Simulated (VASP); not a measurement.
# SrO (Fm-3m) in VASP: single point with r2SCAN

Aim: the single point of SrO with r2SCAN.

Program: VASP 6.6.1. These are calculated values, not measurements. Logs are shortened: lines on timing, memory, paths and dates and some standing lists are left out, and cuts for length are marked.

## 1. The cell of the first run

Symmetry: Fm-3m, No. 225, cubic system. The conventional cell has a = 5.228 Å, b = 5.228 Å, c = 5.228 Å, α = 90.00°, β = 90.00°, γ = 90.00°. Sr (site symmetry m-3m) has 6 O at 2.61 Å within 3.4 Å. O (site symmetry m-3m) has 6 Sr at 2.61 Å within 3.4 Å.

## 2. Single point, r2SCAN

Contents of POSCAR:

```
SrO
1.0
    0.0000000000      2.6140904800      2.6140904800
    2.6140904800      0.0000000000      2.6140904800
    2.6140904800      2.6140904800      0.0000000000
Sr O
1 1
Direct
    0.0000000000      0.0000000000      0.0000000000
    0.5000000000      0.5000000000      0.5000000000
```

Contents of INCAR.step1:

```
SYSTEM = SrO
ALGO = Normal
EDIFF = 1E-4
ENCUT = 520
GGA = PE
ISMEAR = -1
LASPH = .True.
LCHARG = .False.
LREAL = .False.
LWAVE = .True.
NBANDS = 15
NELM = 80
PREC = Accurate
SIGMA = 0.1
```

Contents of INCAR.step2:

```
SYSTEM = SrO
ALGO = Normal
EDIFF = 1E-7
ENCUT = 520
ISIF = 2
ISMEAR = -1
ISTART = 1
LASPH = .True.
LCHARG = .False.
LMIXTAU = .True.
LREAL = .False.
LWAVE = .False.
METAGGA = R2SCAN
NBANDS = 15
NELM = 80
PREC = Accurate
SIGMA = 0.1
```

Contents of KPOINTS:

```
k-points
0
Gamma
  8 8 8
  0 0 0
```

Potentials or basis: VASP PAW PBE potentials, release 64 (Sr_sv, O).

Run with:

```sh
$ cat potpaw_PBE.64/Sr_sv/POTCAR potpaw_PBE.64/O/POTCAR > POTCAR
$ cp INCAR.step1 INCAR
$ mpirun -np 1 vasp_std > vasp.out
$ cp INCAR.step2 INCAR
$ mpirun -np 1 vasp_std > vasp.out
```

OUTCAR:

```text
SYSTEM = SrO
   EDIFF = 1E-7
   ENCUT = 520
   ISIF = 2
   ISMEAR = -1
   ISTART = 1
   LASPH = .True.
   LREAL = .False.
   METAGGA = R2SCAN
   NELM = 80
   PREC = Accurate

 ion  position               nearest neighbor table
   1  0.000  0.000  0.000-   2 2.61   2 2.61   2 2.61   2 2.61   2 2.61   2 2.61
   2  0.500  0.500  0.500-   1 2.61   1 2.61   1 2.61   1 2.61   1 2.61   1 2.61

  LATTYP: Found a face centered cubic cell.
 ALAT       =     5.2281809600

  Lattice vectors:

 A1 = (   0.0000000000,   2.6140904800,   2.6140904800)
 A2 = (   2.6140904800,   0.0000000000,   2.6140904800)
 A3 = (   2.6140904800,   2.6140904800,   0.0000000000)

Analysis of symmetry for initial positions (statically):
=====================================================================
 Subroutine PRICEL returns:
 Original cell was already a primitive cell.

 Routine SETGRP: Setting up the symmetry group for a
 face centered cubic supercell.

 Subroutine GETGRP returns: Found 48 space group operations
 (whereof 48 operations were pure point group operations)
 out of a pool of 48 trial point group operations.

The static configuration has the point symmetry O_h .

Analysis of symmetry for dynamics (positions and initial velocities):
=====================================================================
 Subroutine PRICEL returns:
 Original cell was already a primitive cell.

 Routine SETGRP: Setting up the symmetry group for a
 face centered cubic supercell.

 Subroutine GETGRP returns: Found 48 space group operations
 (whereof 48 operations were pure point group operations)
 out of a pool of 48 trial point group operations.

The dynamic configuration has the point symmetry O_h .

 Subroutine INISYM returns: Found 48 space group operations
 (whereof 48 operations are pure point group operations),
 and found     1 'primitive' translations

----------------------------------------------------------------------------------------

                                     Primitive cell

  volume of cell :      35.7266

  direct lattice vectors                    reciprocal lattice vectors
     0.000000000  2.614090480  2.614090480    -0.191271115  0.191271115  0.191271115
     2.614090480  0.000000000  2.614090480     0.191271115 -0.191271115  0.191271115
     2.614090480  2.614090480  0.000000000     0.191271115  0.191271115 -0.191271115

  length of vectors
     3.696882210  3.696882210  3.696882210     0.331291289  0.331291289  0.331291289

  position of ions in fractional coordinates (direct lattice)
     0.000000000  0.000000000  0.000000000
     0.500000000  0.500000000  0.500000000

  ion indices of the primitive-cell ions
   primitive index   ion index
                 1           1
                 2           2

----------------------------------------------------------------------------------------

 KPOINTS: k-points

Automatic generation of k-mesh.
 Grid dimensions read from file:
 generate k-points for:    8    8    8

 Generating k-lattice:

  Cartesian coordinates                     Fractional coordinates (reciprocal lattice)
    -0.023908889  0.023908889  0.023908889     0.125000000  0.000000000  0.000000000
     0.023908889 -0.023908889  0.023908889     0.000000000  0.125000000  0.000000000
     0.023908889  0.023908889 -0.023908889     0.000000000  0.000000000  0.125000000

  Length of vectors
     0.041411411  0.041411411  0.041411411

  Shift w.r.t. Gamma in fractional coordinates (k-lattice)
     0.000000000  0.000000000  0.000000000

 Subroutine IBZKPT returns following result:
 ===========================================

 Found     29 irreducible k-points:

 Following reciprocal coordinates:
            Coordinates               Weight
  0.000000  0.000000  0.000000      1.000000
  0.125000  0.000000  0.000000      8.000000
  0.250000  0.000000  0.000000      8.000000
  0.375000  0.000000  0.000000      8.000000
  0.500000  0.000000  0.000000      4.000000
  0.125000  0.125000  0.000000      6.000000
[... 16 lines left out ...]
  0.500000  0.250000  0.125000     48.000000
 -0.375000  0.250000  0.125000     24.000000
 [... further k-points ...]
   k-points           NKPTS =     29   k-points in BZ     NKDIM =     29   number of bands    NBANDS=     15
   number of dos      NEDOS =    301   number of ions     NIONS =      2
   total plane-waves  NPLWV =  21952
   dimension x,y,z NGX =    28 NGY =   28 NGZ =   28
   dimension x,y,z NGXF=    56 NGYF=   56 NGZF=   56
   ions per type =               1   1
   NGX,Y,Z   is equivalent  to a cutoff of  12.59, 12.59, 12.59 a.u.
   NGXF,Y,Z  is equivalent  to a cutoff of  25.18, 25.18, 25.18 a.u.
 SYSTEM =  SrO
   PREC   = accura    normal or accurate (medium, high low for compatibility)
   ISTART =      1    job   : 0-new  1-cont  2-samecut
   ICHARG =      0    charge: 1-file 2-atom 10-const
   ISPIN  =      1    spin polarized calculation?
   LNONCOLLINEAR =      F non collinear calculations
   LSORBIT =      F    spin-orbit coupling
   LASPH  =      T    aspherical Exc in radial PAW
   ENCUT  =  520.0 eV  38.22 Ry    6.18 a.u.   6.87  6.87  6.87*2*pi/ulx,y,z
   NELM   =     80;   NELMIN=  2; NELMDL=  0     # of ELM steps
   EDIFF  = 0.1E-06   stopping-criterion for ELM
   LREAL  =      F    real-space projection
   EDIFFG = 0.1E-05   stopping-criterion for IOM
   NSW    =      0    number of steps for IOM
   IBRION =     -1    ionic relax: 0-MD 1-quasi-New 2-CG
   NFREE  =      0    steps in history (QN), initial steepest desc. (CG)
   ISIF   =      2    stress and relaxation
   ISYM   =      2    0-nonsym 1-usesym 2-fastsym
   POTIM  = 0.5000    time-step for ionic-motion
   TEBEG  =    0.0;   TEEND  =   0.0 temperature during run
   PSTRESS=    0.0 pullay stress
   NELECT =      16.0000    total number of electrons
   NUPDOWN=      -1.0000    fix difference up-down
   EMIN   =  10.00;   EMAX   =-10.00  energy-range for DOS
   EFERMI =   0.00;   METHOD = LEGACY
   ISMEAR =    -1;   SIGMA  =   0.10  broadening in eV -4-tet -1-fermi 0-gaus
   EFERMI_NEDOS =   21; number of points for ismear=-14 and -15
   IALGO  =     38    algorithm
   IMIX   =      4    mixing-type and parameters
     AMIX     =   0.40;   BMIX     =  1.00
     AMIX_MAG =   1.60;   BMIX_MAG =  1.00
  volume/ion in A,a.u.               =      17.86       120.55
  Fermi-wavevector in a.u.,A,eV,Ry     =   1.252519  2.366917 21.344861  1.568803
  Thomas-Fermi vector in A             =   2.386415
   LORBIT       =      0    0 simple, 1 ext, 2 COOP (PROOUT), +10 PAW based schemes
   METAGGA = R2SCAN    functional components
   LHFCALC =     F    Hartree Fock is set to
   AEXX    =    0.0000 exact exchange contribution
   IVDW    =     0    specifies the selected vdW correction
   LEPSILON=     F    determine dielectric tensor
   LRPA    =     F    only Hartree local field effects (RPA)
 non-spin polarized calculation
  energy-cutoff  :      520.00
  volume of cell :       35.73
 maximum number of plane-waves:       982
   NGX = 13   NGY = 13   NGZ = 13

 number of electron      16.0000003 magnetization

 Free energy of the ion-electron system (eV)
  ---------------------------------------------------
  ext. energy  EPLUGINS =         0.00000000
  ---------------------------------------------------
  free energy    TOTEN  =       -27.04579311 eV

  energy without entropy =      -27.04579311  energy(sigma->0) =      -27.04579311

 E-fermi :   3.1194     XC(G=0): -10.3316

 val. band max:        1.1175447598   @ k =   0.0000   0.0000   0.0000
 cond. band min:       4.8798915803   @ k =   0.5000   0.5000   0.0000
 fundamental gap:      3.7623468205
 Fermi energy:         3.1193721686

 k-point     1 :       0.0000    0.0000    0.0000
  band No.  band energies     occupation
      1     -32.5412      2.00000
      2     -14.8490      2.00000
      3     -13.6116      2.00000
      4     -13.6116      2.00000
      5     -13.6116      2.00000
      6       1.1175      2.00000
      7       1.1175      2.00000
      8       1.1175      2.00000
      9       5.4133      0.00000
     10       7.7778      0.00000
     11       7.7778      0.00000
     12       7.7778      0.00000
     13       9.9876      0.00000
     14       9.9876      0.00000
     15      14.1550      0.00000

 k-point     2 :       0.1250    0.0000    0.0000
  band No.  band energies     occupation
      1     -32.5251      2.00000
      2     -15.1341      2.00000
      3     -13.6218      2.00000
      4     -13.6218      2.00000
      5     -13.3673      2.00000
      6       0.7050      2.00000
      7       0.9414      2.00000
      8       0.9414      2.00000
      9       6.0787      0.00000
     10       7.6183      0.00000
     11       8.0726      0.00000
     12       8.0726      0.00000
     13      10.3677      0.00000
     14      10.3677      0.00000
     15      15.1231      0.00000

 k-point     3 :       0.2500    0.0000    0.0000
  band No.  band energies     occupation
      1     -32.4860      2.00000
      2     -15.6178      2.00000
      3     -13.6462      2.00000
      4     -13.6462      2.00000
      5     -12.9824      2.00000
      6      -0.0648      2.00000
      7       0.5559      2.00000
      8       0.5559      2.00000
      9       7.4521      0.00000
     10       7.6496      0.00000
     11       8.8714      0.00000
     12       8.8714      0.00000
     13      11.3271      0.00000
     14      11.3271      0.00000
     15      17.0197      0.00000
[... 343 lines left out ...]
 k-point    23 :       0.5000    0.2500    0.1250
  band No.  band energies     occupation
      1     -32.4262      2.00000
      2     -15.7769      2.00000
      3     -13.9144      2.00000
      4     -13.7576      2.00000
      5     -12.9550      2.00000
      6      -0.3337      2.00000
      7       0.2557      2.00000
      8       0.6109      2.00000
      9       7.0871      0.00000
     10       8.6057      0.00000
     11      10.3590      0.00000
     12      10.5299      0.00000
     13      12.5201      0.00000
     14      13.4128      0.00000
     15      15.8080      0.00000

 k-point    24 :      -0.3750    0.2500    0.1250
  band No.  band energies     occupation
      1     -32.4132      2.00000
      2     -15.8338      2.00000
      3     -13.9327      2.00000
      4     -13.8041      2.00000
      5     -12.9284      2.00000
      6      -0.3636      2.00000
      7       0.3076      2.00000
      8       0.3644      2.00000
      9       7.8446      0.00000
     10       8.2025      0.00000
     11      10.7157      0.00000
     12      10.9323      0.00000
     13      13.0120      0.00000
     14      14.2740      0.00000
     15      14.8809      0.00000

 [... further k-points ...]

------------------------ aborting loop because EDIFF is reached ----------------------------------------

  FORCE on cell =-STRESS in cart. coord.  units (eV):
  Direction    XX          YY          ZZ          XY          YZ          ZX
  --------------------------------------------------------------------------------------
  -------------------------------------------------------------------------------------
  Total       -0.6569530     -0.6569530     -0.6569530      0.0000000      0.0000000      0.0000000
  in kB      -29.4613759    -29.4613759    -29.4613759      0.0000000      0.0000000      0.0000000
  external PRESSURE =     -29.4613759 kB  Pullay stress =       0.0000000 kB

 VOLUME and BASIS-vectors are now :
 -----------------------------------------------------------------------------
  energy-cutoff  :      520.00
  volume of cell :       35.73
      direct lattice vectors                 reciprocal lattice vectors
     0.000000000  2.614090480  2.614090480    -0.191271115  0.191271115  0.191271115
     2.614090480  0.000000000  2.614090480     0.191271115 -0.191271115  0.191271115
     2.614090480  2.614090480  0.000000000     0.191271115  0.191271115 -0.191271115

 POSITION                                       TOTAL-FORCE (eV/Angst)
 -----------------------------------------------------------------------------------
      0.00000      0.00000      0.00000         0.000000      0.000000     -0.000000
      2.61409      2.61409      2.61409        -0.000000     -0.000000      0.000000
 -----------------------------------------------------------------------------------
    total drift:                                0.000000      0.000000      0.000000

  FREE ENERGIE OF THE ION-ELECTRON SYSTEM (eV)
  ---------------------------------------------------
  free  energy   TOTEN  =       -27.0457931097 eV

  energy  without entropy=      -27.0457931085  energy(sigma->0) =      -27.04579311
```

Wall time 80 s (1 thread of Intel Xeon Platinum 8488C (Sapphire Rapids), shared host); peak memory 0.17 GiB.

What came out:

```yaml
Free_energy: -27.0458 eV
Pressure: -2.9 GPa
Band_gap_on_the_k_mesh: 3.76 eV, indirect (least direct gap 3.88 eV)
```

Caveat: the PAW data sets were made with another functional, which shifts forces and pressure a little. A k mesh can miss the band edges.
